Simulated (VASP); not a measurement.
Hf2BeCl:

```
CELL_PARAMETERS angstrom
3.23086 0.00000 0.00000
-1.61543 2.79801 0.00000
0.00000 0.00000 7.84492
ATOMIC_POSITIONS crystal
Hf 0.00000 0.00000 0.74000
Hf 0.00000 0.00000 0.26000
Be 0.33333 0.66667 0.50000
Cl 0.33333 0.66667 0.00000
```

- Program: VASP 6.6.1
- Task: relaxation of cell and atoms
- Functional: PBE
- Potentials or basis: VASP PAW PBE potentials, release 64 (Hf_pv, Be, Cl)
- Cutoff: 600 eV
- k mesh: 18 × 18 × 6
- Occupations: gaussian, width 0.1 eV
- Spin: no spin polarisation

At the start: pressure -0.9 GPa; volume 17.73 Å³/atom.

**Question.** How do energy, volume and symmetry change on relaxing?

**Answer.** Over 8 steps the energy falls by 3.0 meV/atom and the volume is 17.55 Å³/atom (-1.0 %); space group P-6m2 (No. 187, to 0.05 Å).

The path:
| step | energy change (eV) | largest force (eV/Å) | pressure (GPa) | volume (Å³) |
| --- | --- | --- | --- | --- |
| 1 | 0.0000 | 0.1147 | -0.91 | 70.92 |
| 2 | -0.0059 | 0.0766 | 0.47 | 69.89 |
| 3 | -0.0059 | 0.0722 | 0.59 | 69.80 |
| 4 | -0.0101 | 0.0675 | 0.35 | 69.92 |
| 5 | -0.0112 | 0.0593 | 0.19 | 70.01 |
| 6 | -0.0117 | 0.0392 | -0.11 | 70.26 |
| 7 | -0.0117 | 0.0346 | -0.18 | 70.32 |
| 8 | -0.0119 | 0.0008 | 0.04 | 70.20 |

Final structure:
```
Hf Be Cl
1.0
     3.24730    0.00000    0.00000
    -1.62365    2.81224    0.00000
     0.00000    0.00000    7.68730
Hf Be Cl
2 1 1
Cartesian
  3.2473 0.0000 5.6628
  0.0000 0.0000 2.0245
  0.0000 1.8748 3.8436
  0.0000 1.8748 0.0000
```

Caveat: an odd number of electrons without spin polarisation forces a metal; a magnetic or distorted state may lie lower.
